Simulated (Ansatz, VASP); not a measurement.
## Two plane-wave programs on SnO

The input INCAR:

```
ALGO = Normal
DIPOL = 0.5 0.5 0.407
EDIFF = 1E-6
ENCUT = 1000
GGA = PE
GGA_COMPAT = F
IDIPOL = 3
ISIF = 2
ISMEAR = 0
IVDW = 12
LASPH = T
LCHARG = F
LDIPOL = T
LREAL = F
LWAVE = F
NBANDS = 50
NELM = 120
NELMDL = -8
PREC = Accurate
SIGMA = 0.05
```

The input KPOINTS:

```
k-points
0
Gamma
  7 7 1
```

The input POSCAR:

```
SnO
1.0
    3.8201630995      0.0000000000      0.0000000000
    0.0000000000      3.8201630995      0.0000000000
    0.0000000000      0.0000000000     22.2260821294
Sn O
4 4
Direct
    0.7500000000      0.2500000000      0.2024648327
    0.2500000000      0.7500000000      0.3087832136
    0.2500000000      0.7500000000      0.5044992185
    0.7500000000      0.2500000000      0.6108175994
    0.2500000000      0.2500000000      0.2556240231
    0.7500000000      0.7500000000      0.2556240231
    0.7500000000      0.7500000000      0.5576584089
    0.2500000000      0.2500000000      0.5576584089
```

Input for Ansatz:

```yaml
crystal:
  lattice:
    - [3.8201630995, 0.0, 0.0]
    - [0.0, 3.8201630995, 0.0]
    - [0.0, 0.0, 22.2260821294]
  atoms:
    - { symbol: Sn, position: [0.75, 0.25, 0.2024648327] }
    - { symbol: O, position: [0.25, 0.25, 0.2556240231] }
    - { symbol: O, position: [0.75, 0.75, 0.2556240231] }
    - { symbol: Sn, position: [0.25, 0.75, 0.3087832136] }
    - { symbol: Sn, position: [0.25, 0.75, 0.5044992185] }
    - { symbol: O, position: [0.75, 0.75, 0.5576584089] }
    - { symbol: O, position: [0.25, 0.25, 0.5576584089] }
    - { symbol: Sn, position: [0.75, 0.25, 0.6108175994] }
basis:
  ecutwfc: 420
kpoints:
  mp_grid: { grid: [7, 7, 1] }
hamiltonian:
  xc: pbe
  pseudopotentials: { kind: paw, azcp: { folder: soft_1 } }
  dispersion: d3bj
scf:
  occupations: { method: gaussian, width: 0.05 }
output:
  forces: true
  eigenvalues: true
  write_density: true
  write_potential: true
  elf: true
  volumetric_format: npy
efield:
  axis: 3
  dipole_correction: true
  ramp_width: 0.04
```

Alike in both runs: task single point; functional PBE; dispersion D3(BJ); k mesh 7 × 7 × 1; occupations gaussian, width 0.05 eV; no spin polarisation.

```csv
,VASP,Ansatz
version,VASP 6.6.1,Ansatz 0.2.0
potentials or method,"VASP PAW PBE potentials, release 64 (Sn_d, O_h), cutoff 1000 eV","scalar-relativistic, plane waves, PAW"
valence electrons in the cell,80,80
```

VASP gave:

```
gap on the k mesh at the Fermi level (eV) : 2.52
least direct gap on the mesh (eV)         : 2.58
rms of the force components (eV/Å)        : 0.027
```

Q: Which values does Ansatz return?

A: gap on the k mesh at the Fermi level (eV): 2.52; least direct gap on the mesh (eV): 2.62; rms of the force components (eV/Å): 0.011.

Ansatz's warnings: xc potential rough in thin density.
